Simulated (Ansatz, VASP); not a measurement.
Given: the input of a run of Ansatz 0.2.0 on Cr.

input.yaml

```yaml
crystal:
  lattice:
    - [2.714, 0.0, 0.0]
    - [-1.357, 2.3503929459, 0.0]
    - [0.0, 0.0, 4.41]
  atoms:
    - { symbol: Cr, position: [0.6666666667, 0.3333333333, 0.75], spin: 3.75 }
    - { symbol: Cr, position: [0.3333333333, 0.6666666667, 0.25], spin: 3.75 }
hamiltonian:
  xc: pbe
  pseudopotentials: { kind: paw }
magnetization:
  spin_polarized: true
  initial_magnetization: 7.5
  spin_locking: { lock_magnetization: hard }
kpoints:
  mp_grid: { grid: [9, 9, 5] }
scf:
  occupations: { method: fermi_dirac, width: 0.05 }
  lower_state_search: "off"
output:
  forces: true
  stress: true
  eigenvalues: true
```

Potentials or basis: Ansatz PAW.

Launch:

```console
$ ansatz run input.yaml --threads 2 --pin off --max-ram 5632MiB --backend cpu --events-out ev --progress --plain --runs-dir out
```

Problem. Set up the same calculation for VASP 6.6.1. Potentials there: VASP PAW PBE potentials, release 64 (Cr_sv).

Solution. As run (the cutoff follows the program's own potentials):

File INCAR:

```
ALGO = Normal
EDIFF = 1E-6
ENCUT = 700
GGA = PE
GGA_COMPAT = False
ISIF = 2
ISMEAR = -1
ISPIN = 2
LASPH = True
LCHARG = False
LMAXMIX = 4
LORBIT = 11
LREAL = False
LWAVE = False
MAGMOM = 3.75 3.75
NBANDS = 25
NELM = 200
NUPDOWN = 7.5
PREC = Accurate
SIGMA = 0.05
```

Contents of KPOINTS:

```
k-points
0
Gamma
  9 9 5
```

The input POSCAR:

```
Cr
1.0
    2.7140000000      0.0000000000      0.0000000000
   -1.3570000000      2.3503929459      0.0000000000
    0.0000000000      0.0000000000      4.4100000000
Cr
2
Direct
    0.6666666667      0.3333333333      0.7500000000
    0.3333333333      0.6666666667      0.2500000000
```

Potentials or basis: VASP PAW PBE potentials, release 64 (Cr_sv).

Command:

```bash
$ cat potpaw_PBE.64/Cr_sv/POTCAR > POTCAR
$ mpirun -np 1 vasp_std > vasp.out
```

Both were run:

|  | VASP | Ansatz | Ansatz less VASP |
| --- | --- | --- | --- |
| pressure (GPa) | 26.7 | 27.2 | +0.51 |
| traceless stress, the component that is largest in VASP (GPa) | 2.34 | 2.33 | -0.015 |
| net moment per atom (μB) | 3.75 | 3.75 | 0.000 |
| size of the moment on the site where the two differ most (μB) | 3.02 | 3.34 | +0.322 |

Site moments also hang on the region over which each program counts them.
